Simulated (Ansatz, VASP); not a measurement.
## TiAl in VASP and in Ansatz

```
Ti Al
1.0
     2.92474    0.00000    0.00000
     0.00000    2.92474    0.00000
     0.00000    0.00000    3.30623
Ti Al
1 1
Direct
  0.00000 0.00000 0.00000
  0.50000 0.50000 0.50000
```

Change from the starting cell: strain -0.080 along x and y, +0.040 along z, atoms carried along.

Alike in both runs: task single point; functional PBE; k mesh 16 × 16 × 16; occupations gaussian, width 0.15 eV; no spin polarisation.

|  | VASP | Ansatz |
| --- | --- | --- |
| version | VASP 6.6.1 | Ansatz 0.2.0 |
| potentials or method | VASP PAW PBE potentials, release 64 (Ti_sv, Al), cutoff 520 eV | scalar-relativistic, plane waves, PAW |
| valence electrons in the cell | 15 | 15 |

Ansatz gave:

```
gap on the k mesh at the Fermi level (eV)                     : none
pressure (GPa)                                                : 19.8
traceless stress, the component that is largest in VASP (GPa) : 6.08
```

Task: Which values does VASP return?

Result: gap on the k mesh at the Fermi level (eV): none; pressure (GPa): 19.7; traceless stress, the component that is largest in VASP (GPa): 6.09.

A gap of «none» marks a metal or a gap that the smearing closes. With one functional, cell and mesh, what is left measures potentials, basis and numerics.
